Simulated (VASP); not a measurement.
# Ti (Im-3m) in VASP: settings compared

Aim: see how the results for Ti move with the level of theory and the settings. Levels: PBEsol+D4, PBEsol-based global hybrid, PBE-based screened hybrid, B3LYP, HSE06. Tasks: relaxation of cell and atoms, single point.

Everything below comes from runs of VASP 6.6.1. Logs are shortened: lines on timing, memory, paths and dates and some standing lists are left out, and cuts for length are marked.

**1. The cell of the first run**

The structure is cubic, space group Im-3m (No. 229). The conventional cell has a = 3.282 Å, b = 3.282 Å, c = 3.282 Å, α = 90.00°, β = 90.00°, γ = 90.00°. Within 3.7 Å of Ti (site symmetry m-3m) lie 14 Ti at 2.84 to 3.28 Å.

**2. Relaxation of cell and atoms, PBEsol+D4**

The input, INCAR:

```
SYSTEM = Ti
PREC = Accurate
ENCUT = 600
EDIFF = 1E-6
ISMEAR = -1
SIGMA = 0.05
LREAL = .FALSE.
LASPH = .TRUE.
NELM = 60
ALGO = Normal
ISIF = 3
LWAVE = .FALSE.
LCHARG = .FALSE.
GGA = PS
IVDW = 13
IBRION = 2
NSW = 80
EDIFFG = -0.005
```

The input, KPOINTS:

```
Automatic mesh
0
G
  11 11 11
  0 0 0
```

The input, POSCAR:

```
Ti
1.0
   -1.6410000000      1.6410000000      1.6410000000
    1.6410000000     -1.6410000000      1.6410000000
    1.6410000000      1.6410000000     -1.6410000000
Ti
1
Direct
    0.0000000000      0.0000000000      0.0000000000
```

Potentials or basis: VASP PAW PBE potentials, release 64 (Ti_sv).

Command:

```sh
> cat potpaw_PBE.64/Ti_sv/POTCAR > POTCAR
> mpirun -np 1 vasp_std > vasp.out
```

OUTCAR:

```text
SYSTEM = Ti
   PREC = Accurate
   ENCUT = 600
   EDIFF = 1E-6
   ISMEAR = -1
   LREAL = .FALSE.
   LASPH = .TRUE.
   NELM = 60
   ISIF = 3
   GGA = PS
   IVDW = 13
   IBRION = 2
   NSW = 80
   EDIFFG = -0.005

 ion  position               nearest neighbor table
   1  0.000  0.000  0.000-

  LATTYP: Found a body centered cubic cell.
 ALAT       =     3.2820000000

  Lattice vectors:

 A1 = (  -1.6410000000,   1.6410000000,   1.6410000000)
 A2 = (   1.6410000000,  -1.6410000000,   1.6410000000)
 A3 = (   1.6410000000,   1.6410000000,  -1.6410000000)

Analysis of symmetry for initial positions (statically):
=====================================================================
 Subroutine PRICEL returns:
 Original cell was already a primitive cell.

 Routine SETGRP: Setting up the symmetry group for a
 body centered cubic supercell.

 Subroutine GETGRP returns: Found 48 space group operations
[... 9 lines left out ...]

 Routine SETGRP: Setting up the symmetry group for a
 body centered cubic supercell.

 Subroutine GETGRP returns: Found 48 space group operations
[... 11 lines left out ...]
                                     Primitive cell

  volume of cell :      17.6761

  direct lattice vectors                    reciprocal lattice vectors
    -1.641000000  1.641000000  1.641000000     0.000000000  0.304692261  0.304692261
     1.641000000 -1.641000000  1.641000000     0.304692261  0.000000000  0.304692261
     1.641000000  1.641000000 -1.641000000     0.304692261  0.304692261  0.000000000

  length of vectors
     2.842295375  2.842295375  2.842295375     0.430899928  0.430899928  0.430899928

  position of ions in fractional coordinates (direct lattice)
     0.000000000  0.000000000  0.000000000

  ion indices of the primitive-cell ions
   primitive index   ion index
                 1           1

----------------------------------------------------------------------------------------

 KPOINTS: Automatic mesh

Automatic generation of k-mesh.
 Grid dimensions read from file:
 generate k-points for:   11   11   11

 Generating k-lattice:

  Cartesian coordinates                     Fractional coordinates (reciprocal lattice)
     0.000000000  0.027699296  0.027699296     0.090909091  0.000000000  0.000000000
     0.027699296  0.000000000  0.027699296     0.000000000  0.090909091  0.000000000
     0.027699296  0.027699296  0.000000000     0.000000000  0.000000000  0.090909091

  Length of vectors
     0.039172721  0.039172721  0.039172721

  Shift w.r.t. Gamma in fractional coordinates (k-lattice)
     0.000000000  0.000000000  0.000000000

 Subroutine IBZKPT returns following result:
 ===========================================

 Found     56 irreducible k-points:

 Following reciprocal coordinates:
            Coordinates               Weight
  0.000000  0.000000  0.000000      1.000000
  0.090909  0.000000  0.000000     12.000000
  0.181818  0.000000  0.000000     12.000000
  0.272727  0.000000  0.000000     12.000000
  0.363636  0.000000  0.000000     12.000000
  0.454545  0.000000  0.000000     12.000000
[... 16 lines left out ...]
  0.272727  0.181818  0.090909     48.000000
  0.363636  0.181818  0.090909     24.000000
 [... further k-points ...]
   k-points           NKPTS =     56   k-points in BZ     NKDIM =     56   number of bands    NBANDS=     10
   number of dos      NEDOS =    301   number of ions     NIONS =      1
   total plane-waves  NPLWV =  13824
   dimension x,y,z NGX =    24 NGY =   24 NGZ =   24
   dimension x,y,z NGXF=    48 NGYF=   48 NGZF=   48
   ions per type =               1
   NGX,Y,Z   is equivalent  to a cutoff of  14.04, 14.04, 14.04 a.u.
   NGXF,Y,Z  is equivalent  to a cutoff of  28.08, 28.08, 28.08 a.u.
 SYSTEM =  Ti
   PREC   = accura    normal or accurate (medium, high low for compatibility)
   ISTART =      0    job   : 0-new  1-cont  2-samecut
   ICHARG =      2    charge: 1-file 2-atom 10-const
   ISPIN  =      1    spin polarized calculation?
   LNONCOLLINEAR =      F non collinear calculations
[... 23 lines left out ...]
     AMIX     =   0.40;   BMIX     =  1.00
     AMIX_MAG =   1.60;   BMIX_MAG =  1.00
  volume/ion in A,a.u.               =      17.68       119.28
  Fermi-wavevector in a.u.,A,eV,Ry     =   1.438821  2.718977 28.166848  2.070205
  Thomas-Fermi vector in A             =   2.557745
   LORBIT       =      0    0 simple, 1 ext, 2 COOP (PROOUT), +10 PAW based schemes
   GGA     = PS    functional components
   LHFCALC =     F    Hartree Fock is set to
   AEXX    =    0.0000 exact exchange contribution
   IVDW    =    13    specifies the selected vdW correction
   LEPSILON=     F    determine dielectric tensor
   LRPA    =     F    only Hartree local field effects (RPA)
 conjugate gradient relaxation of ions
 non-spin polarized calculation
  energy-cutoff  :      600.00
  volume of cell :       17.68
 maximum number of plane-waves:       603
   NGX = 11   NGY = 11   NGZ = 11

--------------------------------------- Ionic step        1  -------------------------------------------

 number of electron      12.0000001 magnetization

 Free energy of the ion-electron system (eV)
  ---------------------------------------------------
  ext. energy  EPLUGINS =         0.00000000
  ---------------------------------------------------
  free energy    TOTEN  =        -8.21747642 eV

  energy without entropy =       -8.19496695  energy(sigma->0) =       -8.20622169

------------------------ aborting loop because EDIFF is reached ----------------------------------------

  DFT-D4 for vdW energy calculation

  Edisp (eV):   -0.11553

  FORCE on cell =-STRESS in cart. coord.  units (eV):
  Direction    XX          YY          ZZ          XY          YZ          ZX
  --------------------------------------------------------------------------------------
  -------------------------------------------------------------------------------------
  Total      -0.87392    -0.87392    -0.87392    -0.00000    -0.00000     0.00000
  in kB     -79.21340   -79.21340   -79.21340    -0.00000    -0.00000     0.00000
  external pressure =      -79.21 kB  Pullay stress =        0.00 kB
[... 59 lines left out ...]
  energy  without entropy=       -8.3385711454  energy(sigma->0) =       -8.34670612

--------------------------------------- Ionic step        3  -------------------------------------------

 number of electron      12.0000003 magnetization

 Free energy of the ion-electron system (eV)
  ---------------------------------------------------
  ext. energy  EPLUGINS =         0.00000000
  ---------------------------------------------------
  free energy    TOTEN  =        -8.24430287 eV

  energy without entropy =       -8.22575426  energy(sigma->0) =       -8.23502857

 E-fermi :   8.6077     XC(G=0): -11.9330

 val. band max:        8.5974073195   @ k =   0.2727   0.0909   0.0909
 cond. band min:       8.6202048544   @ k =  -0.3636   0.3636   0.0909
 fundamental gap:      0.0227975349
 Fermi energy:         8.6076791716

 k-point     1 :       0.0000    0.0000    0.0000
  band No.  band energies     occupation
      1     -47.5471      2.00000
      2     -23.4163      2.00000
      3     -23.4163      2.00000
      4     -23.4163      2.00000
      5       2.5386      2.00000
      6       9.6649      0.00000
      7       9.6649      0.00000
      8       9.6649      0.00000
      9      11.5797      0.00000
     10      11.5797      0.00000
[... 287 lines left out ...]
 k-point    24 :       0.3636    0.1818    0.0909
  band No.  band energies     occupation
      1     -47.3652      2.00000
      2     -24.1001      2.00000
      3     -23.7870      2.00000
      4     -23.5501      2.00000
      5       7.0726      2.00000
      6       7.9583      2.00000
      7       8.7446      0.12139
      8      11.7911      0.00000
      9      12.0049      0.00000
     10      15.4649      0.00000

 [... further k-points ...]

------------------------ aborting loop because EDIFF is reached ----------------------------------------

  DFT-D4 for vdW energy calculation

  Edisp (eV):   -0.12480

  FORCE on cell =-STRESS in cart. coord.  units (eV):
  Direction    XX          YY          ZZ          XY          YZ          ZX
  --------------------------------------------------------------------------------------
  -------------------------------------------------------------------------------------
  Total       0.00393     0.00393     0.00393    -0.00000     0.00000     0.00000
  in kB       0.38553     0.38553     0.38553    -0.00000     0.00000     0.00000
  external pressure =        0.39 kB  Pullay stress =        0.00 kB
[... 16 lines left out ...]
  FREE ENERGIE OF THE ION-ELECTRON SYSTEM (eV)
  ---------------------------------------------------
  free  energy   TOTEN  =        -8.3691006203 eV

  energy  without entropy=       -8.3505520119  energy(sigma->0) =       -8.35982632

 reached required accuracy - stopping structural energy minimisation
```

Run time: 39 s. Hardware: 1 thread of Intel Xeon 8259CL, shared host; peak memory 0.15 GiB.

What came out:

| Item | Value |
| --- | --- |
| Free energy | -8.3691 eV |
| Relaxed volume | 16.31 Å³/atom |
| Relaxed cell | a = 2.767 Å, b = 2.767 Å, c = 2.767 Å, α = 109.47°, β = 109.47°, γ = 109.47° |
| Space group after relaxing (to 0.05 Å) | Im-3m (No. 229) |
| Energy gained by relaxing | 36.1 meV/atom |
| Ionic steps | 3 |
| Pressure after relaxing | 0.0 GPa |
| Band gap on the k mesh | zero (band 6 reaches 9.68 eV, above the bottom of band 7 at 7.97 eV) |
| Dispersion energy per atom | -0.125 eV |

Step by step:
```tsv
step	energy change (eV)	largest force (eV/Å)	pressure (GPa)	volume (Å³)
1	0.0000	0.0000	-7.92	17.68
2	-0.0218	0.0000	6.08	15.53
3	-0.0361	0.0000	0.04	16.31
```

Final structure:
```yaml
crystal:
  lattice:
    - [-1.59767, 1.59767, 1.59767]
    - [1.59767, -1.59767, 1.59767]
    - [1.59767, 1.59767, -1.59767]
  atoms:
    - { symbol: Ti, position: [0.00000, 0.00000, 0.00000] }
```

Caveat: the PAW data sets were made with another functional, which shifts forces and pressure a little; pairwise dispersion overbinds metals, which lowers pressure and volume.

**3. Single point, PBEsol-based global hybrid**

This run uses another cell than the first one, of 16.87 Å³/atom, 0.955 times its volume.

The input, POSCAR:

```
Ti
1.0
   -1.6157453984      1.6157453984      1.6157453984
    1.6157453984     -1.6157453984      1.6157453984
    1.6157453984      1.6157453984     -1.6157453984
Ti
1
Direct
    0.0000000000      0.0000000000      0.0000000000
```

The input, INCAR.step1:

```
SYSTEM = Ti
PREC = Accurate
ENCUT = 520
EDIFF = 1E-5
ISMEAR = -1
SIGMA = 0.05
LREAL = .FALSE.
LASPH = .TRUE.
NELM = 100
ALGO = Normal
ISIF = 2
LWAVE = .TRUE.
LCHARG = .FALSE.
NBANDS = 12
GGA = PE
```

The input, INCAR.step2:

```
SYSTEM = Ti
PREC = Accurate
ENCUT = 520
EDIFF = 1E-6
ISMEAR = -1
SIGMA = 0.05
LREAL = .FALSE.
LASPH = .TRUE.
NELM = 100
ALGO = Normal
ISIF = 2
LWAVE = .FALSE.
LCHARG = .FALSE.
GGA = PS
LHFCALC = .TRUE.
AEXX = 0.25
PRECFOCK = Normal
NBANDS = 12
ISTART = 1
```

The input, KPOINTS:

```
regular mesh
0
G
  6 6 6
  0 0 0
```

Potentials or basis: VASP PAW PBE potentials, release 64 (Ti_sv).

Command:

```sh
> cat potpaw_PBE.64/Ti_sv/POTCAR > POTCAR
> cp INCAR.step1 INCAR
> mpirun -np 1 vasp_std > vasp.out
> cp INCAR.step2 INCAR
> mpirun -np 1 vasp_std > vasp.out
```

Run time: 9.3 min. Hardware: 1 thread of Intel Xeon 6975P-C, shared host; peak memory 0.15 GiB.

The run converged. Its results:

| Item | Value |
| --- | --- |
| Free energy | -10.5668 eV |
| Pressure | -2.2 GPa |
| Band gap on the k mesh | zero (band 6 reaches 10.36 eV, above the bottom of band 7 at 7.08 eV) |

Levels at points of the mesh, in eV from the Fermi level:
```tsv
k point	band 2	band 3	band 4	band 5	band 6	band 7	band 8	band 9	band 10	band 11
(0.00, 0.00, 0.00)	-35.98	-35.98	-35.98	-7.78	1.97	1.97	1.97	3.91	3.91	18.88
(0.50, 0.00, 0.00)	-36.80	-36.22	-35.99	-3.58	-0.75	1.18	3.88	4.19	5.65	10.37
(0.50, 0.50, 0.50)	-36.51	-36.51	-36.51	-3.31	-3.31	5.29	5.29	5.29	9.49	9.49
```

Caveat: the k points lie up to 0.46 Å⁻¹ apart; the PAW data sets were made with another functional, which shifts forces and pressure a little.

**4. Single point, PBE-based screened hybrid**

This run uses another cell than the first one, of 17.37 Å³/atom, 0.983 times its volume.

The input, POSCAR:

```
Ti
1.0
   -1.6314687035      1.6314687035      1.6314687035
    1.6314687035     -1.6314687035      1.6314687035
    1.6314687035      1.6314687035     -1.6314687035
Ti
1
Direct
    0.0000000000      0.0000000000      0.0000000000
```

The input, INCAR.step1:

```
ALGO     = Normal         # electronic algorithm
EDIFF    = 1E-5           # SCF threshold, eV
ENCUT    = 520            # plane-wave cutoff, eV
GGA      = PE             # functional
ISIF     = 2              # what is computed and relaxed
ISMEAR   = -1             # smearing method
LASPH    = True           # aspherical terms in the spheres
LREAL    = False          # projectors in reciprocal space
LWAVE    = True           # write WAVECAR
NBANDS   = 12             # bands
NELM     = 100            # most SCF steps
PREC     = Accurate       # precision mode
SIGMA    = 0.05           # smearing width, eV
```

The input, INCAR.step2:

```
AEXX     = 0.25           # exact-exchange fraction
ALGO     = Normal         # electronic algorithm
EDIFF    = 1E-6           # SCF threshold, eV
ENCUT    = 520            # plane-wave cutoff, eV
GGA      = PE             # functional
HFSCREEN = 0.3            # screening, 1/A
ISIF     = 2              # what is computed and relaxed
ISMEAR   = -1             # smearing method
ISTART   = 1            
LASPH    = True           # aspherical terms in the spheres
LCHARG   = True           # write CHGCAR
LELF     = True           # ELF
LHFCALC  = True           # exact exchange
LREAL    = False          # projectors in reciprocal space
LVHAR    = True         
LWAVE    = False          # write WAVECAR
NBANDS   = 12             # bands
NELM     = 100            # most SCF steps
PREC     = Accurate       # precision mode
PRECFOCK = Normal       
SIGMA    = 0.05           # smearing width, eV
```

The input, KPOINTS:

```
k-points
0
Gamma
  6 6 6
```

Command:

```sh
> cat potpaw_PBE.64/Ti_sv/POTCAR > POTCAR
> cp INCAR.step1 INCAR
> mpirun -np 1 vasp_std > vasp.out
> cp INCAR.step2 INCAR
> mpirun -np 1 vasp_std > vasp.out
```

It took 8.3 min on 1 thread of Intel Xeon 6975P-C, shared host; peak memory 0.24 GiB.

It converged, with:

| Item | Value |
| --- | --- |
| Free energy | -8.9352 eV |
| Pressure | -0.5 GPa |
| Band gap on the k mesh | zero (band 6 reaches 9.59 eV, above the bottom of band 7 at 7.35 eV) |

Levels at points of the mesh, in eV from the Fermi level:
```csv
k point,band 4,band 5,band 6,band 7,band 8,band 9
"(0.00, 0.00, 0.00)",-35.59,-7.04,1.44,1.44,1.44,3.25
"(0.50, 0.00, 0.00)",-35.59,-2.90,-0.28,0.81,3.24,3.56
"(0.50, 0.50, 0.50)",-36.06,-2.59,-2.59,4.58,4.58,4.58
```

Caveat: the k points lie up to 0.45 Å⁻¹ apart; the PAW data sets were made with another functional, which shifts forces and pressure a little.

**5. Single point, B3LYP**

This run uses another cell than the first one, of 17.37 Å³/atom, 0.983 times its volume.

The input, POSCAR:

```
Ti
1.0
   -1.6314662719      1.6314662719      1.6314662719
    1.6314662719     -1.6314662719      1.6314662719
    1.6314662719      1.6314662719     -1.6314662719
Ti
1
Direct
    0.0000000000      0.0000000000      0.0000000000
```

The input, INCAR.step1:

```
PREC = Accurate
ENCUT = 520
EDIFF = 1E-5
ISMEAR = -1
SIGMA = 0.05
LREAL = False
LASPH = True
NELM = 100
ALGO = Normal
ISIF = 2
LWAVE = True
LCHARG = False
NBANDS = 12
GGA = PE
```

The input, INCAR.step2:

```
PREC = Accurate
ENCUT = 520
EDIFF = 1E-6
ISMEAR = -1
SIGMA = 0.05
LREAL = False
LASPH = True
NELM = 100
ALGO = Normal
ISIF = 2
LWAVE = False
LCHARG = False
GGA = B3
LHFCALC = True
AEXX = 0.2
AGGAX = 0.72
AGGAC = 0.81
ALDAC = 0.19
PRECFOCK = Normal
NBANDS = 12
ISTART = 1
```

The input, KPOINTS:

```
Automatic mesh
0
Gamma
  6 6 6
```

Command:

```sh
> cat potpaw_PBE.64/Ti_sv/POTCAR > POTCAR
> cp INCAR.step1 INCAR
> mpirun -np 1 vasp_std > vasp.out
> cp INCAR.step2 INCAR
> mpirun -np 1 vasp_std > vasp.out
```

Wall time 7.3 min (1 thread of Intel Xeon 6975P-C, shared host); peak memory 0.15 GiB.

The run converged. Its results:

| Item | Value |
| --- | --- |
| Free energy | -8.7285 eV |
| Pressure | -0.4 GPa |
| Band gap on the k mesh | zero (band 6 reaches 10.09 eV, above the bottom of band 7 at 7.33 eV) |

Levels at points of the mesh, in eV from the Fermi level:
```
           k point  band 4  band 5  band 6  band 7  band 8  band 9
(0.00, 0.00, 0.00)  -35.43   -7.20    1.63    1.63    1.63    3.44
(0.50, 0.00, 0.00)  -35.44   -3.28   -0.77    1.26    3.41    3.71
(0.50, 0.50, 0.50)  -35.91   -3.03   -3.03    4.72    4.72    4.72
```

Caveat: the k points lie up to 0.45 Å⁻¹ apart; the PAW data sets were made with another functional, which shifts forces and pressure a little.

**6. Single point, HSE06**

The input, POSCAR:

```
Ti
1.0
   -1.6410000000      1.6410000000      1.6410000000
    1.6410000000     -1.6410000000      1.6410000000
    1.6410000000      1.6410000000     -1.6410000000
Ti
1
Direct
    0.0000000000      0.0000000000      0.0000000000
```

The input, INCAR.step1:

```
ALGO = Normal
EDIFF = 1E-5
ENCUT = 520
GGA = PE
ISIF = 2
ISMEAR = -1
LASPH = T
LCHARG = F
LREAL = F
LWAVE = T
NBANDS = 12
NELM = 100
PREC = Accurate
SIGMA = 0.05
```

The input, INCAR.step2:

```
ALGO = Normal
EDIFF = 1E-6
ENCUT = 520
GGA = PE
HFSCREEN = 0.2079
ISIF = 2
ISMEAR = -1
ISTART = 1
LASPH = T
LCHARG = F
LHFCALC = T
LREAL = F
LWAVE = F
NBANDS = 12
NELM = 100
PREC = Accurate
PRECFOCK = Normal
SIGMA = 0.05
```

The input, KPOINTS:

```
k-points
0
Gamma
  6 6 6
```

Potentials or basis: VASP PAW PBE potentials, release 64 (Ti_sv).

Command:

```sh
> cat potpaw_PBE.64/Ti_sv/POTCAR > POTCAR
> cp INCAR.step1 INCAR
> mpirun -np 1 vasp_std > vasp.out
> cp INCAR.step2 INCAR
> mpirun -np 1 vasp_std > vasp.out
```

Run time: 11 min. Hardware: 1 thread of Intel Xeon 6975P-C, shared host; peak memory 0.24 GiB.

It converged, with:

| Property | Result |
| --- | --- |
| Free energy | -9.2446 eV |
| Pressure | -2.7 GPa |
| Band gap on the k mesh | zero (band 6 reaches 9.53 eV, above the bottom of band 7 at 7.05 eV) |

Levels at points of the mesh, in eV from the Fermi level:
```tsv
k point	band 2	band 3	band 4	band 5	band 6	band 7	band 8	band 9	band 10	band 11
(0.00, 0.00, 0.00)	-35.85	-35.85	-35.85	-7.18	1.59	1.59	1.59	3.34	3.34	18.20
(0.50, 0.00, 0.00)	-36.53	-36.05	-35.85	-2.98	-0.24	0.74	3.32	3.61	4.98	9.44
(0.50, 0.50, 0.50)	-36.29	-36.29	-36.29	-2.67	-2.67	4.65	4.65	4.65	8.78	8.78
```

Caveat: the k points lie up to 0.45 Å⁻¹ apart; the PAW data sets were made with another functional, which shifts forces and pressure a little.

**7. Summary**

```csv
task,level,cell,k mesh,cutoff (eV),grid for exact exchange (PRECFOCK),share of exact exchange,screening parameter,gap on the mesh (eV),pressure (GPa)
relaxation of cell and atoms,PBEsol+D4,"relaxed from a = 2.842 Å, angles 109.5°, 1 atom",11 × 11 × 11,600,-,-,-,none,0.0
single point,PBEsol-based global hybrid,"a = 2.799 Å, angles 109.5°, 1 atom",6 × 6 × 6,520,Normal,0.25,-,none,-2.2
single point,PBE-based screened hybrid,"a = 2.826 Å, angles 109.5°, 1 atom",6 × 6 × 6,520,Normal,0.25,0.3 1/Å,none,-0.5
single point,B3LYP,"a = 2.826 Å, angles 109.5°, 1 atom",6 × 6 × 6,520,Normal,-,-,none,-0.4
single point,HSE06,"a = 2.842 Å, angles 109.5°, 1 atom",6 × 6 × 6,520,Normal,-,0.2079 1/Å,none,-2.7
```

Alike in all rows: potentials or basis VASP PAW PBE potentials, release 64 (Ti_sv); no spin polarisation; smearing fermi-dirac 0.05 eV.

Caveats: some runs use coarse meshes; the PAW data sets were made with another functional, which shifts forces and pressure a little; pairwise dispersion overbinds metals, which lowers pressure and volume (some runs).

Absolute energies hang on the potentials; compare differences alone.
